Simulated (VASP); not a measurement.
A run of VASP 6.6.1:

File INCAR:

```
ALGO = Normal ; EDIFF = 1E-7
ENCUT = 520 ; GGA = PE
ISIF = 2 ; ISMEAR = 0
LASPH = T ; LCHARG = F
LREAL = F ; LWAVE = F
NBANDS = 30 ; NELM = 60
PREC = Accurate ; SIGMA = 0.1
```

KPOINTS

```
k-points
0
Gamma
  8 8 8
```

Contents of POSCAR:

```
TlCuI3
1.0
    5.3747300698      0.0000000000      0.0000000000
    0.0000000000      5.3747300698      0.0000000000
    0.0000000000      0.0000000000      5.3747300698
Tl Cu I
1 1 3
Direct
    0.5000000000      0.5000000000      0.5000000000
    0.0000000000      0.0000000000      0.0000000000
    0.5000000000      0.0000000000      0.0000000000
    0.0000000000      0.5000000000      0.0000000000
    0.0000000000      0.0000000000      0.5000000000
```

Potentials or basis: VASP PAW PBE potentials, release 64 (Tl_d, Cu, I).

The run is started by

```bash
$ cat potpaw_PBE.64/Tl_d/POTCAR potpaw_PBE.64/Cu/POTCAR potpaw_PBE.64/I/POTCAR > POTCAR
$ mpirun -np 1 vasp_std > vasp.out
```

Hardware: 1 thread of Intel(R) Xeon(R) 6975P-C (Granite Rapids), with other jobs on the host.

Q: How long does it take, and how much memory?

A: Wall time 90 s on 1 thread of Intel(R) Xeon(R) 6975P-C (Granite Rapids) (shared host), peak memory 0.34 GiB. Counts: scf iterations 20, k points 35.
